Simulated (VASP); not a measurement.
Runs of VASP 6.6.1 on Ir. The structure is that of space group Fm-3m (No. 225), or close to it. The cells are those of the table. 

```csv
cell,gap on the mesh (eV),pressure (GPa)
"a = 2.823 Å, angles 60.0°, 1 atom",none,(a)
"a = 2.498 Å, angles 60.0°, 1 atom",none,176.6
"a = 2.661, b = 2.661, c = 2.715 Å, angles 59.3, 59.3, 61.3°, 1 atom",none,(b)
"a = 2.609, b = 2.609, c = 2.498 Å, angles 61.4, 61.4, 57.2°, 1 atom",none,97.5
"a = 2.878, b = 2.878, c = 2.932 Å, angles 59.4, 59.4, 61.2°, 1 atom",none,-45.7
```

Alike in all rows: task single point; level PBEsol; potentials or basis VASP PAW PBE potentials, release 64 (Ir); no spin polarisation; k mesh 22 × 22 × 22; cutoff (eV) 520; smearing gaussian 0.15 eV.

Fill in the values left out.

(a) -34.7; (b) 16.0.

Caveats: the PAW data sets were made with another functional, which shifts forces and pressure a little; spin-orbit coupling is left out, which moves the levels of the heavy elements.

A k mesh can miss the band edges, and the runs leave out spin-orbit coupling on Ir.

A gap of «none» marks levels without a gap at the run's occupations.
